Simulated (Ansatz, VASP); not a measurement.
**Li3SF: VASP beside Ansatz**

The input INCAR:

```
SYSTEM = Li3SF
PREC = Accurate ; ENCUT = 520
EDIFF = 1E-6 ; ISMEAR = 0
SIGMA = 0.01 ; LREAL = .False.
LASPH = .True. ; NELM = 100
ALGO = Normal ; ISIF = 2
LWAVE = .False. ; LCHARG = .True.
GGA = PE ; LELF = .True.
LVHAR = .True. ; NBANDS = 19
```

KPOINTS

```
regular mesh
0
Gamma
  6 6 6
  0 0 0
```

Contents of POSCAR:

```
Li3SF
1.0
    4.5410786754      0.0000000000      0.0000000000
    0.0000000000      4.5410786754      0.0000000000
    0.0000000000      0.0000000000      4.5410786754
F S Li
1 1 3
Direct
    0.0000000000      0.0000000000      0.0000000000
    0.5000000000      0.5000000000      0.5000000000
    0.5000000000      0.5000000000      0.0000000000
    0.5000000000      0.0000000000      0.5000000000
    0.0000000000      0.5000000000      0.5000000000
```

Input for Ansatz:

```yaml
crystal:
  lattice:
    - [4.5410786754, 0.0, 0.0]
    - [0.0, 4.5410786754, 0.0]
    - [0.0, 0.0, 4.5410786754]
  atoms:
    - { symbol: F, position: [0.0, 0.0, 0.0] }
    - { symbol: S, position: [0.5, 0.5, 0.5] }
    - { symbol: Li, position: [0.5, 0.5, 0.0] }
    - { symbol: Li, position: [0.5, 0.0, 0.5] }
    - { symbol: Li, position: [0.0, 0.5, 0.5] }
kpoints:
  mp_grid: { grid: [6, 6, 6] }
hamiltonian:
  xc: pbe
scf:
  occupations: { method: fixed }
  n_extra_bands: 5
output:
  forces: true
  stress: true
  eigenvalues: true
```

Alike in both runs: task single point; functional PBE; k mesh 6 × 6 × 6; no spin polarisation.

|  | VASP | Ansatz |
| --- | --- | --- |
| version | VASP 6.6.1 | Ansatz 0.2.0 |
| potentials or method | VASP PAW PBE potentials, release 64 (F, S, Li_sv) | plane waves, PAW |
| plane-wave cutoff (eV) | 520 | 420 |
| occupations | gaussian, width 0.01 eV | fixed |
| valence electrons in the cell | 22 | 22 |

|  | VASP | Ansatz | Ansatz less VASP |
| --- | --- | --- | --- |
| gap on the k mesh at the Fermi level (eV) | 3.87 | 3.87 | -0.001 |

Noted on VASP's run: the cutoff is short for stress, so the pressure is rough.
